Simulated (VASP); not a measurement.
# AlH2 (P6/mmm) in VASP: a series of runs

AlH2 is run at these levels: PBE; tasks: single point, relaxation of cell and atoms.

Program: VASP 6.6.1. These are calculated values, not measurements. Logs are shortened: lines on timing, memory, paths and dates and some standing lists are left out, and cuts for length are marked.

### 1 The cell of the first run

The structure is hexagonal, space group P6/mmm (No. 191). The conventional cell has a = 3.326 Å, b = 3.326 Å, c = 2.715 Å, α = 90.00°, β = 90.00°, γ = 120.00°. Al (site symmetry 6/mmm) has 6 H at 1.92 Å within 2.5 Å. Within 2.5 Å of H (site symmetry -6m2) lie 3 H at 1.92 Å and 3 Al at 1.92 Å.

The cell was generated, and may not be a known phase.

### 2 Single point, PBE

The input, INCAR:

```
SYSTEM = AlH2
PREC     = Accurate       ! precision mode
ENCUT    = 520            ! plane-wave cutoff, eV
EDIFF    = 1E-6           ! SCF threshold, eV
ISMEAR   = 0              ! smearing method
SIGMA    = 0.1            ! smearing width, eV
LREAL    = .FALSE.        ! projectors in reciprocal space
LASPH    = .TRUE.         ! aspherical terms in the spheres
NELM     = 60             ! most SCF steps
ALGO     = Normal         ! electronic algorithm
ISIF     = 2              ! what is computed and relaxed
LWAVE    = .FALSE.        ! write WAVECAR
LCHARG   = .FALSE.        ! write CHGCAR
GGA      = PE             ! functional
NBANDS   = 10             ! bands
```

The input, KPOINTS:

```
regular mesh
0
G
  18 18 16
  0 0 0
```

The input, POSCAR:

```
AlH2
1.0
    3.3261647846      0.0000000000      0.0000000000
   -1.6630823923      2.8805432007      0.0000000000
    0.0000000000      0.0000000000      2.7149239131
Al H
1 2
Direct
    0.0000000000      0.0000000000      0.0000000000
    0.3333333333      0.6666666667      0.0000000000
    0.6666666667      0.3333333333      0.0000000000
```

Potentials or basis: VASP PAW PBE potentials, release 64 (Al, H).

Launch:

```
> cat potpaw_PBE.64/Al/POTCAR potpaw_PBE.64/H/POTCAR > POTCAR
> mpirun -np 1 vasp_std > vasp.out
```

OUTCAR:

```text
SYSTEM = AlH2
   PREC = Accurate
   ENCUT = 520
   EDIFF = 1E-6
   ISMEAR = 0
   LREAL = .FALSE.
   LASPH = .TRUE.
   NELM = 60
   ISIF = 2
   GGA = PE

 ion  position               nearest neighbor table
   1  0.000  0.000  0.000-   2 1.92   3 1.92   3 1.92   2 1.92   3 1.92   2 1.92
   2  0.333  0.667  0.000-   1 1.92   1 1.92   1 1.92
   3  0.667  0.333  0.000-   1 1.92   1 1.92   1 1.92

  LATTYP: Found a hexagonal cell.
 ALAT       =     3.3261647846
 C/A-ratio  =     0.8162325347

  Lattice vectors:

 A1 = (   3.3261647846,   0.0000000000,   0.0000000000)
 A2 = (  -1.6630823923,   2.8805432007,   0.0000000000)
 A3 = (   0.0000000000,   0.0000000000,   2.7149239131)

Analysis of symmetry for initial positions (statically):
=====================================================================
 Subroutine PRICEL returns:
 Original cell was already a primitive cell.

 Routine SETGRP: Setting up the symmetry group for a
 hexagonal supercell.

 Subroutine GETGRP returns: Found 24 space group operations
 (whereof 24 operations were pure point group operations)
 out of a pool of 24 trial point group operations.

The static configuration has the point symmetry D_6h.

Analysis of symmetry for dynamics (positions and initial velocities):
=====================================================================
 Subroutine PRICEL returns:
 Original cell was already a primitive cell.

 Routine SETGRP: Setting up the symmetry group for a
 hexagonal supercell.

 Subroutine GETGRP returns: Found 24 space group operations
 (whereof 24 operations were pure point group operations)
 out of a pool of 24 trial point group operations.

The dynamic configuration has the point symmetry D_6h.

 Subroutine INISYM returns: Found 24 space group operations
 (whereof 24 operations are pure point group operations),
 and found     1 'primitive' translations

----------------------------------------------------------------------------------------

                                     Primitive cell

  volume of cell :      26.0121

  direct lattice vectors                    reciprocal lattice vectors
     3.326164785  0.000000000  0.000000000     0.300646560  0.173578372  0.000000000
    -1.663082392  2.880543201  0.000000000     0.000000000  0.347156745  0.000000000
     0.000000000  0.000000000  2.714923913     0.000000000  0.000000000  0.368334448

  length of vectors
     3.326164785  3.326164785  2.714923913     0.347156745  0.347156745  0.368334448

  position of ions in fractional coordinates (direct lattice)
     0.000000000  0.000000000  0.000000000
     0.333333333  0.666666667  0.000000000
     0.666666667  0.333333333  0.000000000

  ion indices of the primitive-cell ions
   primitive index   ion index
                 1           1
                 2           2
                 3           3

----------------------------------------------------------------------------------------

 KPOINTS: regular mesh

Automatic generation of k-mesh.
 Grid dimensions read from file:
 generate k-points for:   18   18   16

 Generating k-lattice:

  Cartesian coordinates                     Fractional coordinates (reciprocal lattice)
     0.016702587  0.009643243  0.000000000     0.055555556 -0.000000000  0.000000000
     0.000000000  0.019286486  0.000000000     0.000000000  0.055555556  0.000000000
     0.000000000  0.000000000  0.023020903     0.000000000  0.000000000  0.062500000

  Length of vectors
     0.019286486  0.019286486  0.023020903

  Shift w.r.t. Gamma in fractional coordinates (k-lattice)
     0.000000000  0.000000000  0.000000000

 Subroutine IBZKPT returns following result:
 ===========================================

 Found    333 irreducible k-points:

 Following reciprocal coordinates:
            Coordinates               Weight
  0.000000  0.000000  0.000000      1.000000
  0.055556  0.000000  0.000000      6.000000
  0.111111  0.000000  0.000000      6.000000
  0.166667  0.000000  0.000000      6.000000
  0.222222  0.000000  0.000000      6.000000
  0.277778 -0.000000  0.000000      6.000000
[... 16 lines left out ...]
  0.333333  0.111111  0.000000     12.000000
  0.388889  0.111111  0.000000     12.000000
 [... further k-points ...]
   k-points           NKPTS =    333   k-points in BZ     NKDIM =    333   number of bands    NBANDS=     10
   number of dos      NEDOS =    301   number of ions     NIONS =      3
   total plane-waves  NPLWV =  15680
   dimension x,y,z NGX =    28 NGY =   28 NGZ =   20
   dimension x,y,z NGXF=    56 NGYF=   56 NGZF=   40
   ions per type =               1   2
   NGX,Y,Z   is equivalent  to a cutoff of  13.99, 13.99, 12.25 a.u.
   NGXF,Y,Z  is equivalent  to a cutoff of  27.99, 27.99, 24.49 a.u.
 SYSTEM =  AlH2
   PREC   = accura    normal or accurate (medium, high low for compatibility)
   ISTART =      0    job   : 0-new  1-cont  2-samecut
   ICHARG =      2    charge: 1-file 2-atom 10-const
   ISPIN  =      1    spin polarized calculation?
   LNONCOLLINEAR =      F non collinear calculations
   LSORBIT =      F    spin-orbit coupling
   LASPH  =      T    aspherical Exc in radial PAW
   ENCUT  =  520.0 eV  38.22 Ry    6.18 a.u.   6.18  6.18  5.05*2*pi/ulx,y,z
   NELM   =     60;   NELMIN=  2; NELMDL= -5     # of ELM steps
   EDIFF  = 0.1E-05   stopping-criterion for ELM
   LREAL  =      F    real-space projection
   EDIFFG = 0.1E-04   stopping-criterion for IOM
   NSW    =      0    number of steps for IOM
   IBRION =     -1    ionic relax: 0-MD 1-quasi-New 2-CG
   NFREE  =      0    steps in history (QN), initial steepest desc. (CG)
   ISIF   =      2    stress and relaxation
   ISYM   =      2    0-nonsym 1-usesym 2-fastsym
   POTIM  = 0.5000    time-step for ionic-motion
   TEBEG  =    0.0;   TEEND  =   0.0 temperature during run
   PSTRESS=    0.0 pullay stress
   NELECT =       5.0000    total number of electrons
   NUPDOWN=      -1.0000    fix difference up-down
   EMIN   =  10.00;   EMAX   =-10.00  energy-range for DOS
   EFERMI =   0.00;   METHOD = LEGACY
   ISMEAR =     0;   SIGMA  =   0.10  broadening in eV -4-tet -1-fermi 0-gaus
   EFERMI_NEDOS =   21; number of points for ismear=-14 and -15
   IALGO  =     38    algorithm
   IMIX   =      4    mixing-type and parameters
     AMIX     =   0.40;   BMIX     =  1.00
     AMIX_MAG =   1.60;   BMIX_MAG =  1.00
  volume/ion in A,a.u.               =       8.67        58.51
  Fermi-wavevector in a.u.,A,eV,Ry     =   0.944799  1.785412 12.145182  0.892646
  Thomas-Fermi vector in A             =   2.072639
   LORBIT       =      0    0 simple, 1 ext, 2 COOP (PROOUT), +10 PAW based schemes
   GGA     = PE    functional components
   LHFCALC =     F    Hartree Fock is set to
   AEXX    =    0.0000 exact exchange contribution
   IVDW    =     0    specifies the selected vdW correction
   LEPSILON=     F    determine dielectric tensor
   LRPA    =     F    only Hartree local field effects (RPA)
 non-spin polarized calculation
 Gauss-broadening in eV      SIGMA  =   0.10
  energy-cutoff  :      520.00
  volume of cell :       26.01
 maximum number of plane-waves:       719
 NGX is ok and might be reduce to    28
   NGX = 13   NGY = 13   NGZ = 11

 number of electron       4.9999999 magnetization

 Free energy of the ion-electron system (eV)
  ---------------------------------------------------
  ext. energy  EPLUGINS =         0.00000000
  ---------------------------------------------------
  free energy    TOTEN  =        -9.01748785 eV

  energy without entropy =       -9.01280156  energy(sigma->0) =       -9.01514471

 E-fermi :   4.4343     XC(G=0):  -9.6411

 val. band max:        4.4239953786   @ k =   0.4444   0.1111   0.5000
 cond. band min:       4.4457431803   @ k =   0.3889   0.0556   0.0625
 fundamental gap:      0.0217478017
 Fermi energy:         4.4343357099

 k-point     1 :       0.0000    0.0000    0.0000
  band No.  band energies     occupation
      1      -6.8003      2.00000
      2       6.3132      0.00000
      3       8.1163      0.00000
      4      10.8608      0.00000
      5      10.8608      0.00000
      6      12.2819      0.00000
      7      12.2819      0.00000
      8      14.1304      0.00000
      9      18.7517      0.00000
     10      26.5620      0.00000

 k-point     2 :       0.0556    0.0000    0.0000
  band No.  band energies     occupation
      1      -6.7470      2.00000
      2       6.0570      0.00000
      3       7.8263      0.00000
      4      10.4726      0.00000
      5      10.7767      0.00000
      6      12.7699      0.00000
      7      13.0099      0.00000
      8      14.1779      0.00000
      9      18.8808      0.00000
     10      26.2143      0.00000

 k-point     3 :       0.1111    0.0000    0.0000
  band No.  band energies     occupation
      1      -6.5871      2.00000
      2       5.3437      0.00000
      3       7.1711      0.00000
      4       9.8315      0.00000
      5      11.0412      0.00000
      6      13.7101      0.00000
      7      14.3205      0.00000
      8      14.3932      0.00000
      9      19.2775      0.00000
     10      25.3829      0.00000

 k-point     4 :       0.1667    0.0000    0.0000
  band No.  band energies     occupation
      1      -6.3215      2.00000
      2       4.3046      1.93342
      3       6.5212      0.00000
      4       9.2226      0.00000
      5      11.6304      0.00000
      6      14.5577      0.00000
      7      14.8158      0.00000
      8      15.9085      0.00000
      9      19.9676      0.00000
     10      24.3332      0.00000

 k-point     5 :       0.2222    0.0000    0.0000
  band No.  band energies     occupation
      1      -5.9515      2.00000
      2       3.1134      2.00000
      3       5.9851      0.00000
      4       8.6932      0.00000
      5      12.3807      0.00000
      6      14.8885      0.00000
      7      16.0362      0.00000
      8      17.3682      0.00000
      9      20.9503      0.00000
     10      23.2155      0.00000

 k-point     6 :       0.2778   -0.0000    0.0000
  band No.  band energies     occupation
      1      -5.4795      2.00000
      2       1.8957      2.00000
      3       5.5541      0.00000
      4       8.2552      0.00000
      5      13.2236      0.00000
      6      15.3110      0.00000
      7      17.3524      0.00000
      8      18.6833      0.00000
      9      21.7630      0.00000
     10      22.0963      0.00000
[... 183 lines left out ...]
 k-point    21 :       0.2222    0.1111    0.0000
  band No.  band energies     occupation
      1      -5.3228      2.00000
      2       1.9191      2.00000
      3       4.2435      1.99304
      4       9.8149      0.00000
      5      12.5405      0.00000
      6      15.4511      0.00000
      7      17.1514      0.00000
      8      19.9253      0.00000
      9      21.8284      0.00000
     10      22.1249      0.00000

 k-point    22 :       0.2778    0.1111    0.0000
  band No.  band energies     occupation
      1      -4.7546      2.00000
      2       0.7958      2.00000
      3       3.8299      2.00000
      4       9.5357      0.00000
      5      13.5810      0.00000
      6      15.9593      0.00000
      7      18.1862      0.00000
      8      20.8289      0.00000
      9      21.1066      0.00000
     10      21.3337      0.00000

 k-point    23 :       0.3333    0.1111    0.0000
  band No.  band energies     occupation
      1      -4.0987      2.00000
      2      -0.2819      2.00000
      3       3.5479      2.00000
      4       9.3276      0.00000
      5      14.6611      0.00000
      6      16.5422      0.00000
      7      19.2195      0.00000
      8      19.7184      0.00000
      9      20.1331      0.00000
     10      22.2975      0.00000

 k-point    24 :       0.3889    0.1111    0.0000
  band No.  band energies     occupation
      1      -3.3906      2.00000
      2      -1.2506      2.00000
      3       3.3822      2.00000
      4       9.2002      0.00000
      5      15.7399      0.00000
      6      17.1550      0.00000
      7      18.4307      0.00000
      8      19.2773      0.00000
      9      20.4130      0.00000
     10      22.4628      0.00000

 [... further k-points ...]

------------------------ aborting loop because EDIFF is reached ----------------------------------------

  FORCE on cell =-STRESS in cart. coord.  units (eV):
  Direction    XX          YY          ZZ          XY          YZ          ZX
  --------------------------------------------------------------------------------------
  -------------------------------------------------------------------------------------
  Total       -0.0257165     -0.0257165     -0.0288286      0.0000000      0.0000000     -0.0000000
  in kB       -1.5839700     -1.5839700     -1.7756521      0.0000000      0.0000000     -0.0000000
  external PRESSURE =      -1.6478640 kB  Pullay stress =       0.0000000 kB

 VOLUME and BASIS-vectors are now :
 -----------------------------------------------------------------------------
  energy-cutoff  :      520.00
  volume of cell :       26.01
      direct lattice vectors                 reciprocal lattice vectors
     3.326164785  0.000000000  0.000000000     0.300646560  0.173578372  0.000000000
    -1.663082392  2.880543201  0.000000000     0.000000000  0.347156745  0.000000000
     0.000000000  0.000000000  2.714923913     0.000000000  0.000000000  0.368334448

 POSITION                                       TOTAL-FORCE (eV/Angst)
 -----------------------------------------------------------------------------------
      0.00000      0.00000      0.00000         0.000000      0.000000      0.000000
     -0.00000      1.92036      0.00000        -0.000000      0.000000      0.000000
      1.66308      0.96018      0.00000         0.000000     -0.000000     -0.000000
 -----------------------------------------------------------------------------------
    total drift:                                0.000000     -0.000000     -0.000000

  FREE ENERGIE OF THE ION-ELECTRON SYSTEM (eV)
  ---------------------------------------------------
  free  energy   TOTEN  =        -9.0174878522 eV

  energy  without entropy=       -9.0128015613  energy(sigma->0) =       -9.01514471
```

Wall time 75 s (1 thread of Oxide Virtual Turin-like, shared host); peak memory 0.17 GiB.

What came out:

```
Free energy            : -9.0175 eV
Pressure               : -0.2 GPa
Band gap on the k mesh : zero (an odd number of electrons rules out a gap without spin polarisation)
```

[end of part 1 of 2]

The gap in the log of VASP goes by the Fermi energy; the results here count the filled bands.